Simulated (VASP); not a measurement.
# SiO2 (P4_2/mnm) in VASP: further runs

Runs on SiO2. Level: PBE. Tasks: single point.

Everything below comes from runs of VASP 6.6.1. Logs are shortened: lines on timing, memory, paths and dates and some standing lists are left out, and cuts for length are marked.

## Step 1: The cell of the first run

The structure is tetragonal, space group P4_2/mnm (No. 136). Conventional cell: a = 4.331 Å, b = 4.331 Å, c = 3.013 Å, α = 90.00°, β = 90.00°, γ = 90.00°. Si (site symmetry mmm) has 6 O at 1.88 to 1.91 Å within 2.5 Å. O (site symmetry m2m) has 3 Si at 1.88 to 1.91 Å and 1 O at 2.36 Å within 2.5 Å.

## Step 2: Single point, PBE

The input, INCAR:

```
  PREC = Accurate
  ENCUT = 520
  EDIFF = 1E-6
  ISMEAR = 0
  SIGMA = 0.05
  LREAL = F
  LASPH = T
  NELM = 100
  ALGO = Normal
  ISIF = 2
  LWAVE = F
  LCHARG = T
  GGA = PE
  LELF = T
  LVHAR = T
  NBANDS = 25
```

The input, KPOINTS:

```
Automatic mesh
0
Gamma
  6 6 8
```

The input, POSCAR:

```
SiO2
1.0
    4.3312000000      0.0000000000      0.0000000000
    0.0000000000      4.3312000000      0.0000000000
    0.0000000000      0.0000000000      3.0125000000
Si O
2 4
Direct
    0.5000000000      0.5000000000      0.5000000000
    0.0000000000      0.0000000000      0.0000000000
    0.6930127928      0.6930127928      0.0000000000
    0.1930127928      0.8069872072      0.5000000000
    0.3069872072      0.3069872072      0.0000000000
    0.8069872072      0.1930127928      0.5000000000
```

Potentials or basis: VASP PAW PBE potentials, release 64 (Si, O).

On the command line:

```console
$ cat potpaw_PBE.64/Si/POTCAR potpaw_PBE.64/O/POTCAR > POTCAR
$ mpirun -np 1 vasp_std > vasp.out
```

OUTCAR:

```text
PREC = Accurate
   ENCUT = 520
   EDIFF = 1E-6
   ISMEAR = 0
   LREAL = F
   LASPH = T
   NELM = 100
   ISIF = 2
   GGA = PE

 ion  position               nearest neighbor table
   1  0.500  0.500  0.500-   4 1.88   6 1.88   5 1.91   3 1.91   3 1.91   5 1.91
   2  0.000  0.000  0.000-   3 1.88   5 1.88   4 1.91   6 1.91   4 1.91   6 1.91
   3  0.693  0.693  0.000-   2 1.88   1 1.91   1 1.91
   4  0.193  0.807  0.500-   1 1.88   2 1.91   2 1.91
   5  0.307  0.307  0.000-   2 1.88   1 1.91   1 1.91
   6  0.807  0.193  0.500-   1 1.88   2 1.91   2 1.91

  LATTYP: Found a simple tetragonal cell.
 ALAT       =     4.3312000000
 C/A-ratio  =     0.6955347248

  Lattice vectors:

 A1 = (   4.3312000000,   0.0000000000,   0.0000000000)
 A2 = (   0.0000000000,   4.3312000000,   0.0000000000)
 A3 = (   0.0000000000,   0.0000000000,   3.0125000000)

Analysis of symmetry for initial positions (statically):
=====================================================================
 Subroutine PRICEL returns:
 Original cell was already a primitive cell.

 Routine SETGRP: Setting up the symmetry group for a
 simple tetragonal supercell.

 Subroutine GETGRP returns: Found 16 space group operations
 (whereof  8 operations were pure point group operations)
 out of a pool of 16 trial point group operations.

The static configuration has the point symmetry D_2h.
 The point group associated with its full space group is D_4h.

Analysis of symmetry for dynamics (positions and initial velocities):
=====================================================================
 Subroutine PRICEL returns:
 Original cell was already a primitive cell.

 Routine SETGRP: Setting up the symmetry group for a
 simple tetragonal supercell.

 Subroutine GETGRP returns: Found 16 space group operations
 (whereof  8 operations were pure point group operations)
 out of a pool of 16 trial point group operations.

The dynamic configuration has the point symmetry D_2h.
 The point group associated with its full space group is D_4h.

 Subroutine INISYM returns: Found 16 space group operations
 (whereof  8 operations are pure point group operations),
 and found     1 'primitive' translations

----------------------------------------------------------------------------------------

                                     Primitive cell
[... 93 lines left out ...]
   ISPIN  =      1    spin polarized calculation?
   LNONCOLLINEAR =      F non collinear calculations
   LSORBIT =      F    spin-orbit coupling
   LASPH  =      T    aspherical Exc in radial PAW
   ENCUT  =  520.0 eV  38.22 Ry    6.18 a.u.   8.05  8.05  5.60*2*pi/ulx,y,z
   NELM   =    100;   NELMIN=  2; NELMDL= -5     # of ELM steps
   EDIFF  = 0.1E-05   stopping-criterion for ELM
   LREAL  =      F    real-space projection
   EDIFFG = 0.1E-04   stopping-criterion for IOM
   NSW    =      0    number of steps for IOM
   IBRION =     -1    ionic relax: 0-MD 1-quasi-New 2-CG
   NFREE  =      0    steps in history (QN), initial steepest desc. (CG)
   ISIF   =      2    stress and relaxation
   ISYM   =      2    0-nonsym 1-usesym 2-fastsym
   POTIM  = 0.5000    time-step for ionic-motion
   TEBEG  =    0.0;   TEEND  =   0.0 temperature during run
   PSTRESS=    0.0 pullay stress
   NELECT =      32.0000    total number of electrons
   NUPDOWN=      -1.0000    fix difference up-down
   EMIN   =  10.00;   EMAX   =-10.00  energy-range for DOS
   EFERMI =   0.00;   METHOD = LEGACY
   ISMEAR =     0;   SIGMA  =   0.05  broadening in eV -4-tet -1-fermi 0-gaus
   EFERMI_NEDOS =   21; number of points for ismear=-14 and -15
   IALGO  =     38    algorithm
   IMIX   =      4    mixing-type and parameters
     AMIX     =   0.40;   BMIX     =  1.00
     AMIX_MAG =   1.60;   BMIX_MAG =  1.00
  volume/ion in A,a.u.               =       9.42        63.56
  Fermi-wavevector in a.u.,A,eV,Ry     =   1.354390  2.559425 24.958139  1.834371
  Thomas-Fermi vector in A             =   2.481565
   LORBIT       =      0    0 simple, 1 ext, 2 COOP (PROOUT), +10 PAW based schemes
   GGA     = PE    functional components
   LHFCALC =     F    Hartree Fock is set to
   AEXX    =    0.0000 exact exchange contribution
   IVDW    =     0    specifies the selected vdW correction
   LEPSILON=     F    determine dielectric tensor
   LRPA    =     F    only Hartree local field effects (RPA)
 non-spin polarized calculation
 Gauss-broadening in eV      SIGMA  =   0.05
  energy-cutoff  :      520.00
  volume of cell :       56.51
 maximum number of plane-waves:      1560
   NGX = 17   NGY = 17   NGZ = 11

 number of electron      32.0000023 magnetization

 Free energy of the ion-electron system (eV)
  ---------------------------------------------------
  ext. energy  EPLUGINS =         0.00000000
  ---------------------------------------------------
  free energy    TOTEN  =       -44.90695573 eV

  energy without entropy =      -44.90695573  energy(sigma->0) =      -44.90695573

 E-fermi :   6.1135     XC(G=0): -11.3328

 val. band max:        5.8278502483   @ k =   0.0000   0.0000   0.0000
 cond. band min:       8.0090511257   @ k =   0.0000   0.0000   0.0000
 fundamental gap:      2.1812008773
 Fermi energy:         6.1135306829

 k-point     1 :       0.0000    0.0000    0.0000
  band No.  band energies     occupation
      1     -14.7874      2.00000
      2     -11.9395      2.00000
      3     -11.9395      2.00000
      4     -11.7062      2.00000
      5      -3.8750      2.00000
      6       0.5002      2.00000
[... 661 lines left out ...]
     24      17.1034      0.00000
     25      18.5892      0.00000

 [... further k-points ...]
[... 5 lines left out ...]
  --------------------------------------------------------------------------------------
  -------------------------------------------------------------------------------------
  Total       -8.6829007     -8.6829007    -19.7637543      0.0000000      0.0000000      0.0000000
  in kB     -246.1681641   -246.1681641   -560.3204792      0.0000000      0.0000000      0.0000000
  external PRESSURE =    -350.8856025 kB  Pullay stress =       0.0000000 kB

 VOLUME and BASIS-vectors are now :
 -----------------------------------------------------------------------------
  energy-cutoff  :      520.00
  volume of cell :       56.51
      direct lattice vectors                 reciprocal lattice vectors
     4.331200000  0.000000000  0.000000000     0.230882896  0.000000000  0.000000000
     0.000000000  4.331200000  0.000000000     0.000000000  0.230882896  0.000000000
     0.000000000  0.000000000  3.012500000     0.000000000  0.000000000  0.331950207

 POSITION                                       TOTAL-FORCE (eV/Angst)
 -----------------------------------------------------------------------------------
      2.16560      2.16560      1.50625        -0.000000     -0.000000     -0.000000
      0.00000      0.00000      0.00000        -0.000000     -0.000000     -0.000000
      3.00158      3.00158      0.00000         0.095360      0.095360     -0.000000
      0.83598      3.49522      1.50625         0.095360     -0.095360      0.000000
      1.32962      1.32962      0.00000        -0.095360     -0.095360      0.000000
      3.49522      0.83598      1.50625        -0.095360      0.095360     -0.000000
 -----------------------------------------------------------------------------------
    total drift:                                0.000000      0.000000     -0.000000

  FREE ENERGIE OF THE ION-ELECTRON SYSTEM (eV)
  ---------------------------------------------------
  free  energy   TOTEN  =       -44.9069557331 eV

  energy  without entropy=      -44.9069557331  energy(sigma->0) =      -44.90695573
```

OSZICAR:

```text
N       E                     dE             d eps       ncg     rms          rms(c)
DAV:   1     0.129397647036E+03    0.12940E+03   -0.16992E+04  2524   0.120E+03
DAV:   2    -0.421173146285E+02   -0.17151E+03   -0.16194E+03  3197   0.264E+02
DAV:   3    -0.494139035864E+02   -0.72966E+01   -0.72560E+01  3302   0.525E+01
DAV:   4    -0.494664864144E+02   -0.52583E-01   -0.52561E-01  2909   0.515E+00
DAV:   5    -0.494669811026E+02   -0.49469E-03   -0.49456E-03  3308   0.474E-01    0.146E+01
DAV:   6    -0.448797037597E+02    0.45873E+01   -0.13558E+01  2945   0.242E+01    0.616E+00
DAV:   7    -0.449024168792E+02   -0.22713E-01   -0.56152E-01  3110   0.455E+00    0.266E+00
DAV:   8    -0.449014858695E+02    0.93101E-03   -0.38390E-02  3121   0.156E+00    0.102E+00
DAV:   9    -0.449066912119E+02   -0.52053E-02   -0.12324E-02  3144   0.877E-01    0.259E-01
DAV:  10    -0.449070016949E+02   -0.31048E-03   -0.13481E-03  3091   0.234E-01    0.591E-02
DAV:  11    -0.449069534377E+02    0.48257E-04   -0.16390E-04  3178   0.886E-02    0.193E-02
DAV:  12    -0.449069555900E+02   -0.21523E-05   -0.81278E-06  3146   0.204E-02    0.580E-03
DAV:  13    -0.449069557331E+02   -0.14309E-06   -0.69265E-08  1882   0.195E-03
   1 F= -.44906956E+02 E0= -.44906956E+02  d E =-.650606E-18
```

Run time: 40 s. Hardware: 1 thread of Intel Xeon 6975P-C (Granite Rapids), shared host; peak memory 0.18 GiB.

What came out:

* Free energy: -44.9070 eV
* Pressure: -35.1 GPa
* Largest force: 0.135 eV/Å
* Band gap on the k mesh: 2.18 eV, direct

Forces on the atoms (eV/Å):
```
Si   0.000  0.000  0.000
Si   0.000  0.000  0.000
O    0.095  0.095  0.000
O    0.095 -0.095  0.000
O   -0.095 -0.095  0.000
O   -0.095  0.095  0.000
```

Stress tensor (GPa, compression positive):
```
-24.62   0.00   0.00
  0.00 -24.62   0.00
  0.00   0.00 -56.03
```

A hybrid or GW would open this gap; PBE tends to underestimate it.

## Step 3: Single point, PBE

This run uses another cell than the first one, of 9.56 Å³/atom, 1.015 times its volume.

The input, INCAR:

```
SYSTEM = SiO2
PREC = Accurate
ENCUT = 520
EDIFF = 1E-7
ISMEAR = 0
SIGMA = 0.05
LREAL = .False.
LASPH = .True.
NELM = 80
ALGO = Normal
ISIF = 2
LWAVE = .False.
LCHARG = .False.
GGA = PE
NBANDS = 25
```

The input, KPOINTS:

```
regular mesh
0
Gamma
  6 6 8
  0 0 0
```

Edit POSCAR of step 2 so:

```diff
@@ -2,4 +2,4 @@
 1.0
-    4.3312000000      0.0000000000      0.0000000000
-    0.0000000000      4.3312000000      0.0000000000
+    4.3630000000      0.0000000000      0.0000000000
+    0.0000000000      4.3630000000      0.0000000000
     0.0000000000      0.0000000000      3.0125000000
```

Potentials or basis: VASP PAW PBE potentials, release 64 (Si, O).

On the command line:

```console
$ cat potpaw_PBE.64/Si/POTCAR potpaw_PBE.64/O/POTCAR > POTCAR
$ mpirun -np 1 vasp_std > vasp.out
```

Wall time 40 s (1 thread of Intel Xeon 6975P-C (Granite Rapids), shared host); peak memory 0.19 GiB.

It converged, with:

```
Free energy            : -44.7737 eV
Pressure               : -36.9 GPa
Largest force          : 0.017 eV/Å
Band gap on the k mesh : 2.00 eV, direct
```

Forces in eV/Å, atoms in the order of the input:
```
Si   0.000  0.000  0.000
Si   0.000  0.000  0.000
O    0.012  0.012  0.000
O    0.012 -0.012  0.000
O   -0.012 -0.012  0.000
O   -0.012  0.012  0.000
```

Stress tensor (GPa, compression positive):
```
-27.09   0.00   0.00
  0.00 -27.09   0.00
  0.00   0.00 -56.63
```

Levels at points of the mesh, in eV from the valence-band top:
| k point | band 14 | band 15 | band 16 | band 17 | band 18 | band 19 |
| --- | --- | --- | --- | --- | --- | --- |
| (0.00, 0.00, 0.00) | -0.67 | -0.67 | 0.00 | 2.00 | 4.74 | 6.04 |
| (0.50, 0.00, 0.00) | -2.42 | -0.78 | -0.78 | 4.69 | 4.69 | 6.73 |
| (0.50, 0.50, 0.00) | -2.36 | -1.44 | -1.44 | 4.49 | 4.49 | 7.50 |
| (0.00, 0.00, 0.50) | -2.33 | -1.94 | -1.94 | 6.49 | 6.49 | 10.63 |
| (0.50, 0.00, 0.50) | -1.68 | -1.24 | -1.24 | 6.55 | 6.55 | 8.23 |
| (0.50, 0.50, 0.50) | -1.24 | -1.07 | -1.07 | 4.98 | 4.98 | 9.68 |

Expect the measured gap to be larger: semilocal functionals such as PBE lack the derivative discontinuity.
